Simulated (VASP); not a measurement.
A run of VASP 6.6.1 is set up as follows.

File INCAR:

```
PREC = Accurate
ENCUT = 520
EDIFF = 1E-7
ISMEAR = 0
SIGMA = 0.02
LREAL = False
LASPH = True
NELM = 60
ALGO = Normal
ISIF = 2
LWAVE = False
LCHARG = True
GGA = PE
LELF = True
LVHAR = True
NBANDS = 37
```

File KPOINTS:

```
Automatic mesh
0
Gamma
  6 6 4
```

POSCAR

```
HfSi2O6
1.0
    2.6073137468     -4.9495513910      0.0000000000
    2.6073137468      4.9495513910      0.0000000000
    0.0000000000      0.0000000000      6.0191117877
Hf Si O
1 2 6
Direct
    0.5000000000      0.5000000000      0.5000000000
    0.0000000000      0.5000000000      0.8442738285
    0.5000000000      0.0000000000      0.1557261715
    0.2234448549      0.7765551451      0.0000000000
    0.4110388089      0.1766954339      0.3112619417
    0.1766954339      0.4110388089      0.6887380583
    0.7765551451      0.2234448549      0.0000000000
    0.5889611911      0.8233045661      0.3112619417
    0.8233045661      0.5889611911      0.6887380583
```

Potentials or basis: VASP PAW PBE potentials, release 64 (Hf_pv, Si, O).

Run with:

```bash
$ cat potpaw_PBE.64/Hf_pv/POTCAR potpaw_PBE.64/Si/POTCAR potpaw_PBE.64/O/POTCAR > POTCAR
$ mpirun -np 1 vasp_std > vasp.out
```

Task: What does it give for the largest force?

Result: 0.191 eV/Å.

Task: Estimate the pressure.

Result: -0.4 GPa.

Task: What does it give for the band gap on the k mesh?

Result: 4.94 eV, indirect (least direct gap 5.17 eV).

Stress tensor (GPa, compression positive):
```
-0.42  0.00  0.00
 0.00 -0.33  0.00
 0.00  0.00 -0.35
```

Caveat: spin-orbit coupling is left out, which moves the levels of the heavy elements. A k mesh can miss the band edges.
